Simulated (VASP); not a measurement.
# TiTe2 (P-3m1) in VASP: further runs, part 2 of 2

VASP 6.6.1. Earlier steps stand in the parts before.

## 4. Single point, PBE+D4

This run uses another cell than the first one, of 25.73 Å³/atom.

The input, INCAR:

```
ALGO = Normal ; EDIFF = 1E-6
ENCUT = 520 ; GGA = PE
ISIF = 2 ; ISMEAR = 0
IVDW = 13 ; LASPH = T
LCHARG = F ; LREAL = F
LWAVE = F ; NBANDS = 19
NELM = 80 ; PREC = Accurate
SIGMA = 0.1
```

The input, KPOINTS:

```
k-points
0
Gamma
  15 15 8
```

The input, POSCAR:

```
TiTe2
1.0
    3.7191090630      0.0000000000      0.0000000000
   -1.8595545315      3.2208429280      0.0000000000
    0.0000000000      0.0000000000      6.4439226125
Ti Te
1 2
Direct
    0.0000000000      0.0000000000      0.0000000000
    0.6666666667      0.3333333333      0.2678266110
    0.3333333333      0.6666666667      0.7321733890
```

Potentials or basis: VASP PAW PBE potentials, release 64 (Ti_sv, Te).

The run is started by

```console
$ cat potpaw_PBE.64/Ti_sv/POTCAR potpaw_PBE.64/Te/POTCAR > POTCAR
$ mpirun -np 1 vasp_std > vasp.out
```

OUTCAR:

```text
EDIFF = 1E-6
   ENCUT = 520
   GGA = PE
   ISIF = 2
   ISMEAR = 0
   IVDW = 13
   LASPH = T
   LREAL = F
   NELM = 80
   PREC = Accurate

 ion  position               nearest neighbor table
   1  0.000  0.000  0.000-   2 2.75   3 2.75   3 2.75   2 2.75   2 2.75   3 2.75
   2  0.667  0.333  0.268-   1 2.75   1 2.75   1 2.75   3 3.68   3 3.68   3 3.68
   3  0.333  0.667  0.732-   1 2.75   1 2.75   1 2.75   2 3.68   2 3.68   2 3.68

  LATTYP: Found a hexagonal cell.
 ALAT       =     3.7191090630
 C/A-ratio  =     1.7326522302

  Lattice vectors:

 A1 = (   3.7191090630,   0.0000000000,   0.0000000000)
 A2 = (  -1.8595545315,   3.2208429280,   0.0000000000)
 A3 = (   0.0000000000,   0.0000000000,   6.4439226125)

Analysis of symmetry for initial positions (statically):
=====================================================================
 Subroutine PRICEL returns:
 Original cell was already a primitive cell.

 Routine SETGRP: Setting up the symmetry group for a
 hexagonal supercell.

 Subroutine GETGRP returns: Found 12 space group operations
 (whereof 12 operations were pure point group operations)
 out of a pool of 24 trial point group operations.

The static configuration has the point symmetry D_3d.

Analysis of symmetry for dynamics (positions and initial velocities):
=====================================================================
 Subroutine PRICEL returns:
 Original cell was already a primitive cell.

 Routine SETGRP: Setting up the symmetry group for a
 hexagonal supercell.

 Subroutine GETGRP returns: Found 12 space group operations
 (whereof 12 operations were pure point group operations)
 out of a pool of 24 trial point group operations.

The dynamic configuration has the point symmetry D_3d.

 Subroutine INISYM returns: Found 12 space group operations
 (whereof 12 operations are pure point group operations),
 and found     1 'primitive' translations

----------------------------------------------------------------------------------------

                                     Primitive cell

  volume of cell :      77.1896

  direct lattice vectors                    reciprocal lattice vectors
     3.719109063  0.000000000  0.000000000     0.268881601  0.155238865  0.000000000
    -1.859554531  3.220842928  0.000000000     0.000000000  0.310477730  0.000000000
     0.000000000  0.000000000  6.443922612     0.000000000  0.000000000  0.155184980

  length of vectors
     3.719109063  3.719109063  6.443922612     0.310477730  0.310477730  0.155184980

  position of ions in fractional coordinates (direct lattice)
     0.000000000  0.000000000  0.000000000
     0.666666667  0.333333333  0.267826611
     0.333333333  0.666666667  0.732173389

  ion indices of the primitive-cell ions
   primitive index   ion index
                 1           1
                 2           2
                 3           3

----------------------------------------------------------------------------------------

 KPOINTS: k-points

Automatic generation of k-mesh.
 Grid dimensions read from file:
 generate k-points for:   15   15    8

 Generating k-lattice:

  Cartesian coordinates                     Fractional coordinates (reciprocal lattice)
     0.017925440  0.010349258  0.000000000     0.066666667  0.000000000  0.000000000
     0.000000000  0.020698515  0.000000000     0.000000000  0.066666667  0.000000000
     0.000000000  0.000000000  0.019398122     0.000000000  0.000000000  0.125000000

  Length of vectors
     0.020698515  0.020698515  0.019398122

  Shift w.r.t. Gamma in fractional coordinates (k-lattice)
     0.000000000  0.000000000  0.000000000

 Subroutine IBZKPT returns following result:
 ===========================================

 Found    192 irreducible k-points:

 Following reciprocal coordinates:
            Coordinates               Weight
  0.000000  0.000000  0.000000      1.000000
  0.066667  0.000000  0.000000      6.000000
  0.133333  0.000000  0.000000      6.000000
  0.200000 -0.000000  0.000000      6.000000
  0.266667  0.000000  0.000000      6.000000
  0.333333 -0.000000  0.000000      6.000000
[... 16 lines left out ...]
  0.333333  0.200000  0.000000     12.000000
  0.400000  0.200000  0.000000      6.000000
 [... further k-points ...]
   k-points           NKPTS =    192   k-points in BZ     NKDIM =    192   number of bands    NBANDS=     19
   number of dos      NEDOS =    301   number of ions     NIONS =      3
   total plane-waves  NPLWV =  37632
   dimension x,y,z NGX =    28 NGY =   28 NGZ =   48
   dimension x,y,z NGXF=    56 NGYF=   56 NGZF=   96
   ions per type =               1   2
   NGX,Y,Z   is equivalent  to a cutoff of  12.52, 12.52, 12.38 a.u.
   NGXF,Y,Z  is equivalent  to a cutoff of  25.03, 25.03, 24.77 a.u.
 SYSTEM =  unknown system
   PREC   = accura    normal or accurate (medium, high low for compatibility)
   ISTART =      0    job   : 0-new  1-cont  2-samecut
   ICHARG =      2    charge: 1-file 2-atom 10-const
   ISPIN  =      1    spin polarized calculation?
   LNONCOLLINEAR =      F non collinear calculations
   LSORBIT =      F    spin-orbit coupling
   LASPH  =      T    aspherical Exc in radial PAW
   ENCUT  =  520.0 eV  38.22 Ry    6.18 a.u.   6.92  6.92 11.98*2*pi/ulx,y,z
   NELM   =     80;   NELMIN=  2; NELMDL= -5     # of ELM steps
   EDIFF  = 0.1E-05   stopping-criterion for ELM
   LREAL  =      F    real-space projection
   EDIFFG = 0.1E-04   stopping-criterion for IOM
   NSW    =      0    number of steps for IOM
   IBRION =     -1    ionic relax: 0-MD 1-quasi-New 2-CG
   NFREE  =      0    steps in history (QN), initial steepest desc. (CG)
   ISIF   =      2    stress and relaxation
   ISYM   =      2    0-nonsym 1-usesym 2-fastsym
   POTIM  = 0.5000    time-step for ionic-motion
   TEBEG  =    0.0;   TEEND  =   0.0 temperature during run
   PSTRESS=    0.0 pullay stress
   NELECT =      24.0000    total number of electrons
   NUPDOWN=      -1.0000    fix difference up-down
   EMIN   =  10.00;   EMAX   =-10.00  energy-range for DOS
   EFERMI =   0.00;   METHOD = LEGACY
   ISMEAR =     0;   SIGMA  =   0.10  broadening in eV -4-tet -1-fermi 0-gaus
   EFERMI_NEDOS =   21; number of points for ismear=-14 and -15
   IALGO  =     38    algorithm
   IMIX   =      4    mixing-type and parameters
     AMIX     =   0.40;   BMIX     =  1.00
     AMIX_MAG =   1.60;   BMIX_MAG =  1.00
  volume/ion in A,a.u.               =      25.73       173.63
  Fermi-wavevector in a.u.,A,eV,Ry     =   1.109070  2.095839 16.735662  1.230036
  Thomas-Fermi vector in A             =   2.245605
   LORBIT       =      0    0 simple, 1 ext, 2 COOP (PROOUT), +10 PAW based schemes
   GGA     = PE    functional components
   LHFCALC =     F    Hartree Fock is set to
   AEXX    =    0.0000 exact exchange contribution
   IVDW    =    13    specifies the selected vdW correction
   LEPSILON=     F    determine dielectric tensor
   LRPA    =     F    only Hartree local field effects (RPA)
 non-spin polarized calculation
 Gauss-broadening in eV      SIGMA  =   0.10
  energy-cutoff  :      520.00
  volume of cell :       77.19
 maximum number of plane-waves:      2098
   NGX = 13   NGY = 13   NGZ = 23

 number of electron      23.9999999 magnetization

 Free energy of the ion-electron system (eV)
  ---------------------------------------------------
  ext. energy  EPLUGINS =         0.00000000
  ---------------------------------------------------
  free energy    TOTEN  =       -16.17760342 eV

  energy without entropy =      -16.17024079  energy(sigma->0) =      -16.17392210

 E-fermi :   7.3348     XC(G=0): -10.0597

 val. band max:        7.3332943223   @ k =   0.3333  -0.0000   0.5000
 cond. band min:       7.3500884662   @ k =   0.2667   0.0000   0.2500
 fundamental gap:      0.0167941439
 Fermi energy:         7.3348092831

 k-point     1 :       0.0000    0.0000    0.0000
  band No.  band energies     occupation
      1     -50.0886      2.00000
      2     -26.3511      2.00000
      3     -26.3511      2.00000
      4     -26.3144      2.00000
      5      -5.3164      2.00000
      6      -3.7133      2.00000
[... 11 lines left out ...]
     18      12.5531      0.00000
     19      13.4987      0.00000
[... 489 lines left out ...]
      3     -26.3733      2.00000
      4     -26.3018      2.00000
      5      -3.2661      2.00000
      6      -3.0889      2.00000
[... 11 lines left out ...]
     18      11.7010      0.00000
     19      14.8037      0.00000

 [... further k-points ...]

------------------------ aborting loop because EDIFF is reached ----------------------------------------

  DFT-D4 for vdW energy calculation

  Edisp (eV):   -1.30192

  FORCE on cell =-STRESS in cart. coord.  units (eV):
  Direction    XX          YY          ZZ          XY          YZ          ZX
  --------------------------------------------------------------------------------------
  -------------------------------------------------------------------------------------
  Total      -0.01541    -0.01541    -0.00722     0.00000    -0.00000     0.00000
  in kB      -0.31985    -0.31985    -0.14982     0.00000    -0.00000     0.00000
  external pressure =       -0.26 kB  Pullay stress =        0.00 kB

 VOLUME and BASIS-vectors are now :
 -----------------------------------------------------------------------------
  energy-cutoff  :      520.00
  volume of cell :       77.19
      direct lattice vectors                 reciprocal lattice vectors
     3.719109063  0.000000000  0.000000000     0.268881601  0.155238865  0.000000000
    -1.859554531  3.220842928  0.000000000     0.000000000  0.310477730  0.000000000
     0.000000000  0.000000000  6.443922612     0.000000000  0.000000000  0.155184980

 POSITION                                       TOTAL-FORCE (eV/Angst)
 -----------------------------------------------------------------------------------
      0.00000      0.00000      0.00000         0.000000      0.000000      0.000000
      1.85955      1.07361      1.72585         0.000000      0.000000      0.010979
     -0.00000      2.14723      4.71807        -0.000000      0.000000     -0.010979
 -----------------------------------------------------------------------------------
    total drift:                               -0.000000     -0.000000      0.000000

  FREE ENERGIE OF THE ION-ELECTRON SYSTEM (eV)
  ---------------------------------------------------
  free  energy   TOTEN  =       -17.4795278516 eV

  energy  without entropy=      -17.4721652271  energy(sigma->0) =      -17.47584654
```

OSZICAR:

```text
N       E                     dE             d eps       ncg     rms          rms(c)
DAV:   1     0.180351247159E+03    0.18035E+03   -0.10785E+04  7296   0.118E+03
DAV:   2    -0.161164167029E+01   -0.18196E+03   -0.17735E+03  7584   0.301E+02
DAV:   3    -0.176503320364E+02   -0.16039E+02   -0.15589E+02 11038   0.833E+01
DAV:   4    -0.182359774546E+02   -0.58565E+00   -0.58182E+00  9392   0.147E+01
DAV:   5    -0.182570137146E+02   -0.21036E-01   -0.21028E-01 10601   0.276E+00    0.123E+01
DAV:   6    -0.183727747697E+02   -0.11576E+00   -0.35172E+01  8097   0.368E+01    0.135E+01
DAV:   7    -0.164020634425E+02    0.19707E+01   -0.27724E+01  9097   0.306E+01    0.528E+00
DAV:   8    -0.161755276307E+02    0.22654E+00   -0.14372E+00  8625   0.828E+00    0.165E+00
DAV:   9    -0.161924866575E+02   -0.16959E-01   -0.15692E-01  9922   0.247E+00    0.141E+00
DAV:  10    -0.161796012899E+02    0.12885E-01   -0.18873E-01  8655   0.298E+00    0.719E-01
DAV:  11    -0.161779427696E+02    0.16585E-02   -0.25200E-02  8510   0.114E+00    0.324E-01
DAV:  12    -0.161777220797E+02    0.22069E-03   -0.43803E-03  8807   0.447E-01    0.206E-01
DAV:  13    -0.161776041855E+02    0.11789E-03   -0.53450E-04  8697   0.174E-01    0.367E-02
DAV:  14    -0.161776078595E+02   -0.36740E-05   -0.18016E-05  8435   0.318E-02    0.304E-02
DAV:  15    -0.161776039383E+02    0.39212E-05   -0.10538E-05  8947   0.253E-02    0.958E-03
DAV:  16    -0.161776034153E+02    0.52304E-06   -0.35708E-06  6696   0.108E-02
   1 F= -.17479528E+02 E0= -.17475847E+02  d E =-.736262E-02
```

stdout:

```text
POSCAR found type information on POSCAR TiTe
 POSCAR found :  2 types and       3 ions
 scaLAPACK will be used
 LDA part: xc-table for (Slater+PW92), standard interpolation
 POSCAR, INCAR and KPOINTS ok, starting setup
 FFT: planning ... GRIDC
 FFT: planning ... GRID_SOFT
 FFT: planning ... GRID
 WAVECAR not read
 entering main loop
```

It took 2.3 min on 1 thread of AMD EPYC 9R45 (Zen 5), shared host; peak memory 0.36 GiB.

What came out:

```
Free energy                : -17.4795 eV
Pressure                   : 0.0 GPa
Largest force              : 0.011 eV/Å
Band gap on the k mesh     : zero (bands 12 and 13 overlap by 0.76 eV)
Dispersion energy per atom : -0.434 eV
```

Forces on the atoms (eV/Å):
```
Ti   0.000  0.000  0.000
Te   0.000  0.000  0.011
Te   0.000  0.000 -0.011
```

Caveat: spin-orbit coupling is left out, which moves the levels of the heavy elements.

## 5. Overview

```tsv
cell	gap on the mesh (eV)	pressure (GPa)	largest force (eV/Å)
a = 3.655, b = 3.655, c = 6.273 Å, angles 90.0, 90.0, 120.0°, 3 atoms, atomic positions A	none	2.8	0.01
a = 3.690, b = 3.690, c = 6.351 Å, angles 90.0, 90.0, 120.0°, 3 atoms, atomic positions B	none	1.2	-
a = 3.719, b = 3.719, c = 6.444 Å, angles 90.0, 90.0, 120.0°, 3 atoms, atomic positions C	none	0.0	0.01
```

Alike in all rows: task single point; level PBE+D4; potentials or basis VASP PAW PBE potentials, release 64 (Ti_sv, Te); no spin polarisation; k mesh 15 × 15 × 8; cutoff (eV) 520; smearing gaussian 0.1 eV.

Caveats: spin-orbit coupling is left out, which moves the levels of the heavy elements.

Total energies depend on the potentials used, so only differences within one code and one set of settings carry meaning.
